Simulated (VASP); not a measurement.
# Zr (Fd-3m) in VASP: single point with PBE

Aim: the single point of Zr with PBE.

Everything below comes from runs of VASP 6.6.1. Logs are shortened: lines on timing, memory, paths and dates and some standing lists are left out, and cuts for length are marked.

### Step 1. The cell of the first run

It takes space group Fd-3m (No. 227, cubic). The conventional cell has a = 6.196 Å, b = 6.196 Å, c = 6.196 Å, α = 90.00°, β = 90.00°, γ = 90.00°. Zr (site symmetry -43m) has 4 Zr at 2.68 Å within 3.5 Å.

This isn't the form of Zr at room conditions, which is hcp.

### Step 2. Single point, PBE

INCAR

```
SYSTEM = Zr
ALGO = Normal
EDIFF = 1E-6
ENCUT = 520
GGA = PE
ISIF = 2
ISMEAR = -1
LASPH = .True.
LCHARG = .False.
LREAL = .False.
LWAVE = .False.
NBANDS = 19
NELM = 100
PREC = Accurate
SIGMA = 0.06122561905347299
```

KPOINTS

```
k-points
0
Gamma
  30 30 30
  0 0 0
```

POSCAR

```
Zr
1.0
    0.0000000000      3.0981087597      3.0981087597
    3.0981087597      0.0000000000      3.0981087597
    3.0981087597      3.0981087597      0.0000000000
Zr
2
Direct
    0.0000000000      0.0000000000      0.0000000000
    0.2500000000      0.2500000000      0.2500000000
```

Potentials or basis: VASP PAW PBE potentials, release 64 (Zr_sv).

Command:

```
$ cat potpaw_PBE.64/Zr_sv/POTCAR > POTCAR
$ mpirun -np 1 vasp_std > vasp.out
```

OUTCAR:

```text
SYSTEM = Zr
   EDIFF = 1E-6
   ENCUT = 520
   GGA = PE
   ISIF = 2
   ISMEAR = -1
   LASPH = .True.
   LREAL = .False.
   NELM = 100
   PREC = Accurate

 ion  position               nearest neighbor table
   1  0.000  0.000  0.000-   2 2.68   2 2.68   2 2.68   2 2.68
   2  0.250  0.250  0.250-   1 2.68   1 2.68   1 2.68   1 2.68

  LATTYP: Found a face centered cubic cell.
 ALAT       =     6.1962175194

  Lattice vectors:

 A1 = (   0.0000000000,   3.0981087597,   3.0981087597)
 A2 = (   3.0981087597,   0.0000000000,   3.0981087597)
 A3 = (   3.0981087597,   3.0981087597,   0.0000000000)

Analysis of symmetry for initial positions (statically):
=====================================================================
 Subroutine PRICEL returns:
 Original cell was already a primitive cell.

 Routine SETGRP: Setting up the symmetry group for a
 face centered cubic supercell.

 Subroutine GETGRP returns: Found 48 space group operations
 (whereof 24 operations were pure point group operations)
 out of a pool of 48 trial point group operations.

The static configuration has the point symmetry T_d .
 The point group associated with its full space group is O_h .

Analysis of symmetry for dynamics (positions and initial velocities):
=====================================================================
 Subroutine PRICEL returns:
 Original cell was already a primitive cell.

 Routine SETGRP: Setting up the symmetry group for a
 face centered cubic supercell.

 Subroutine GETGRP returns: Found 48 space group operations
 (whereof 24 operations were pure point group operations)
 out of a pool of 48 trial point group operations.

The dynamic configuration has the point symmetry T_d .
 The point group associated with its full space group is O_h .

 Subroutine INISYM returns: Found 48 space group operations
 (whereof 24 operations are pure point group operations),
 and found     1 'primitive' translations

----------------------------------------------------------------------------------------

                                     Primitive cell

  volume of cell :      59.4730

  direct lattice vectors                    reciprocal lattice vectors
     0.000000000  3.098108760  3.098108760    -0.161388782  0.161388782  0.161388782
     3.098108760  0.000000000  3.098108760     0.161388782 -0.161388782  0.161388782
     3.098108760  3.098108760  0.000000000     0.161388782  0.161388782 -0.161388782

  length of vectors
     4.381387426  4.381387426  4.381387426     0.279533571  0.279533571  0.279533571

  position of ions in fractional coordinates (direct lattice)
     0.000000000  0.000000000  0.000000000
     0.250000000  0.250000000  0.250000000

  ion indices of the primitive-cell ions
   primitive index   ion index
                 1           1
                 2           2

----------------------------------------------------------------------------------------

 KPOINTS: k-points

Automatic generation of k-mesh.
 Grid dimensions read from file:
 generate k-points for:   30   30   30

 Generating k-lattice:

  Cartesian coordinates                     Fractional coordinates (reciprocal lattice)
    -0.005379626  0.005379626  0.005379626     0.033333333  0.000000000  0.000000000
     0.005379626 -0.005379626  0.005379626     0.000000000  0.033333333  0.000000000
     0.005379626  0.005379626 -0.005379626     0.000000000  0.000000000  0.033333333

  Length of vectors
     0.009317786  0.009317786  0.009317786

  Shift w.r.t. Gamma in fractional coordinates (k-lattice)
     0.000000000  0.000000000  0.000000000

 Subroutine IBZKPT returns following result:
 ===========================================

 Found    752 irreducible k-points:

 Following reciprocal coordinates:
            Coordinates               Weight
  0.000000  0.000000  0.000000      1.000000
  0.033333  0.000000  0.000000      8.000000
  0.066667  0.000000  0.000000      8.000000
  0.100000  0.000000  0.000000      8.000000
  0.133333  0.000000  0.000000      8.000000
  0.166667  0.000000  0.000000      8.000000
[... 16 lines left out ...]
  0.233333  0.033333  0.000000     24.000000
  0.266667  0.033333  0.000000     24.000000
 [... further k-points ...]
   k-points           NKPTS =    752   k-points in BZ     NKDIM =    752   number of bands    NBANDS=     19
   number of dos      NEDOS =    301   number of ions     NIONS =      2
   total plane-waves  NPLWV =  46656
   dimension x,y,z NGX =    36 NGY =   36 NGZ =   36
   dimension x,y,z NGXF=    72 NGYF=   72 NGZF=   72
   ions per type =               2
   NGX,Y,Z   is equivalent  to a cutoff of  13.66, 13.66, 13.66 a.u.
   NGXF,Y,Z  is equivalent  to a cutoff of  27.32, 27.32, 27.32 a.u.
 SYSTEM =  Zr
   PREC   = accura    normal or accurate (medium, high low for compatibility)
   ISTART =      0    job   : 0-new  1-cont  2-samecut
   ICHARG =      2    charge: 1-file 2-atom 10-const
   ISPIN  =      1    spin polarized calculation?
   LNONCOLLINEAR =      F non collinear calculations
   LSORBIT =      F    spin-orbit coupling
   LASPH  =      T    aspherical Exc in radial PAW
   ENCUT  =  520.0 eV  38.22 Ry    6.18 a.u.   8.15  8.15  8.15*2*pi/ulx,y,z
   NELM   =    100;   NELMIN=  2; NELMDL= -5     # of ELM steps
   EDIFF  = 0.1E-05   stopping-criterion for ELM
   LREAL  =      F    real-space projection
   EDIFFG = 0.1E-04   stopping-criterion for IOM
   NSW    =      0    number of steps for IOM
   IBRION =     -1    ionic relax: 0-MD 1-quasi-New 2-CG
   NFREE  =      0    steps in history (QN), initial steepest desc. (CG)
   ISIF   =      2    stress and relaxation
   ISYM   =      2    0-nonsym 1-usesym 2-fastsym
   POTIM  = 0.5000    time-step for ionic-motion
   TEBEG  =    0.0;   TEEND  =   0.0 temperature during run
   PSTRESS=    0.0 pullay stress
   NELECT =      24.0000    total number of electrons
   NUPDOWN=      -1.0000    fix difference up-down
   EMIN   =  10.00;   EMAX   =-10.00  energy-range for DOS
   EFERMI =   0.00;   METHOD = LEGACY
   ISMEAR =    -1;   SIGMA  =   0.06  broadening in eV -4-tet -1-fermi 0-gaus
   EFERMI_NEDOS =   21; number of points for ismear=-14 and -15
   IALGO  =     38    algorithm
   IMIX   =      4    mixing-type and parameters
     AMIX     =   0.40;   BMIX     =  1.00
     AMIX_MAG =   1.60;   BMIX_MAG =  1.00
  volume/ion in A,a.u.               =      29.74       200.67
  Fermi-wavevector in a.u.,A,eV,Ry     =   1.209777  2.286147 19.912942  1.463560
  Thomas-Fermi vector in A             =   2.345344
   LORBIT       =      0    0 simple, 1 ext, 2 COOP (PROOUT), +10 PAW based schemes
   GGA     = PE    functional components
   LHFCALC =     F    Hartree Fock is set to
   AEXX    =    0.0000 exact exchange contribution
   IVDW    =     0    specifies the selected vdW correction
   LEPSILON=     F    determine dielectric tensor
   LRPA    =     F    only Hartree local field effects (RPA)
 non-spin polarized calculation
  energy-cutoff  :      520.00
  volume of cell :       59.47
 maximum number of plane-waves:      1639
 NGX is ok and might be reduce to    36
   NGX = 17   NGY = 17   NGZ = 17

 number of electron      24.0000000 magnetization

 Free energy of the ion-electron system (eV)
  ---------------------------------------------------
  ext. energy  EPLUGINS =         0.00000000
  ---------------------------------------------------
  free energy    TOTEN  =       -12.24843829 eV

  energy without entropy =      -12.18800434  energy(sigma->0) =      -12.21822132

 E-fermi :   5.9285     XC(G=0):  -9.6943

 val. band max:        5.9284085211   @ k =  -0.3333   0.4667   0.1667
 cond. band min:       5.9288380065   @ k =   0.5000   0.1333   0.0000
 fundamental gap:      0.0004294854
 Fermi energy:         5.9284818439

 k-point     1 :       0.0000    0.0000    0.0000
  band No.  band energies     occupation
      1     -42.9749      2.00000
      2     -42.3298      2.00000
      3     -21.3386      2.00000
      4     -21.3386      2.00000
      5     -21.3386      2.00000
      6     -20.2602      2.00000
[... 11 lines left out ...]
     18      11.5959      0.00000
     19      11.5959      0.00000

 k-point     2 :       0.0333    0.0000    0.0000
  band No.  band energies     occupation
      1     -42.9736      2.00000
      2     -42.3312      2.00000
      3     -21.3402      2.00000
      4     -21.3402      2.00000
      5     -21.3386      2.00000
      6     -20.2602      2.00000
[... 11 lines left out ...]
     18      11.5920      0.00000
     19      11.5920      0.00000

 k-point     3 :       0.0667    0.0000    0.0000
  band No.  band energies     occupation
      1     -42.9698      2.00000
      2     -42.3353      2.00000
      3     -21.3449      2.00000
      4     -21.3449      2.00000
      5     -21.3385      2.00000
      6     -20.2602      2.00000
[... 11 lines left out ...]
     18      11.5800      0.00000
     19      11.5800      0.00000

 k-point     4 :       0.1000    0.0000    0.0000
  band No.  band energies     occupation
      1     -42.9635      2.00000
      2     -42.3421      2.00000
      3     -21.3524      2.00000
      4     -21.3524      2.00000
      5     -21.3385      2.00000
      6     -20.2603      2.00000
[... 11 lines left out ...]
     18      11.5596      0.00000
     19      11.5596      0.00000

 k-point     5 :       0.1333    0.0000    0.0000
  band No.  band energies     occupation
      1     -42.9549      2.00000
      2     -42.3513      2.00000
      3     -21.3623      2.00000
      4     -21.3623      2.00000
      5     -21.3386      2.00000
      6     -20.2603      2.00000
[... 11 lines left out ...]
     18      11.5300      0.00000
     19      11.5300      0.00000
[... 334 lines left out ...]
      2     -42.3600      2.00000
      3     -21.3770      2.00000
      4     -21.3726      2.00000
      5     -21.3307      2.00000
      6     -20.2684      2.00000
[... 11 lines left out ...]
     18      11.3922      0.00000
     19      11.6003      0.00000

 k-point    22 :       0.2000    0.0333    0.0000
  band No.  band energies     occupation
      1     -42.9348      2.00000
      2     -42.3729      2.00000
      3     -21.3900      2.00000
      4     -21.3849      2.00000
      5     -21.3304      2.00000
      6     -20.2686      2.00000
[... 11 lines left out ...]
     18      11.3282      0.00000
     19      11.5676      0.00000

 k-point    23 :       0.2333    0.0333    0.0000
  band No.  band energies     occupation
      1     -42.9211      2.00000
      2     -42.3877      2.00000
      3     -21.4035      2.00000
      4     -21.3983      2.00000
      5     -21.3303      2.00000
      6     -20.2684      2.00000
[... 11 lines left out ...]
     18      11.2547      0.00000
     19      11.5204      0.00000

 k-point    24 :       0.2667    0.0333    0.0000
  band No.  band energies     occupation
      1     -42.9059      2.00000
      2     -42.4038      2.00000
      3     -21.4169      2.00000
      4     -21.4121      2.00000
      5     -21.3305      2.00000
      6     -20.2680      2.00000
[... 11 lines left out ...]
     18      11.1708      0.00000
     19      11.4568      0.00000

 [... further k-points ...]

------------------------ aborting loop because EDIFF is reached ----------------------------------------

  FORCE on cell =-STRESS in cart. coord.  units (eV):
  Direction    XX          YY          ZZ          XY          YZ          ZX
  --------------------------------------------------------------------------------------
  -------------------------------------------------------------------------------------
  Total        0.6052659      0.6052659      0.6052659      0.0000000     -0.0000000     -0.0000000
  in kB       16.3056002     16.3056002     16.3056002      0.0000000     -0.0000000     -0.0000000
  external PRESSURE =      16.3056002 kB  Pullay stress =       0.0000000 kB

 VOLUME and BASIS-vectors are now :
 -----------------------------------------------------------------------------
  energy-cutoff  :      520.00
  volume of cell :       59.47
      direct lattice vectors                 reciprocal lattice vectors
     0.000000000  3.098108760  3.098108760    -0.161388782  0.161388782  0.161388782
     3.098108760  0.000000000  3.098108760     0.161388782 -0.161388782  0.161388782
     3.098108760  3.098108760  0.000000000     0.161388782  0.161388782 -0.161388782

 POSITION                                       TOTAL-FORCE (eV/Angst)
 -----------------------------------------------------------------------------------
      0.00000      0.00000      0.00000        -0.000000     -0.000000     -0.000000
      1.54905      1.54905      1.54905         0.000000      0.000000      0.000000
 -----------------------------------------------------------------------------------
    total drift:                                0.000000      0.000000      0.000000

  FREE ENERGIE OF THE ION-ELECTRON SYSTEM (eV)
  ---------------------------------------------------
  free  energy   TOTEN  =       -12.2484382930 eV

  energy  without entropy=      -12.1880043415  energy(sigma->0) =      -12.21822132
```

Run time: 13 min. Hardware: 1 thread of Intel Xeon 8259CL, shared host; peak memory 0.75 GiB.

Results:

```yaml
Free_energy: -12.2484 eV
Pressure: 1.6 GPa
Band_gap_on_the_k_mesh: zero (bands 12 and 13 overlap by 0.24 eV)
```

Levels at points of the mesh, in eV from the Fermi level:
```csv
k point,band 10,band 11,band 12,band 13,band 14,band 15
"(0.00, 0.00, 0.00)",-0.90,-0.90,0.01,0.01,0.01,2.19
"(0.50, 0.00, 0.00)",-1.19,-0.78,-0.78,-0.17,-0.17,0.82
"(0.50, 0.50, 0.00)",-1.89,-0.09,-0.09,0.45,0.45,1.74
```
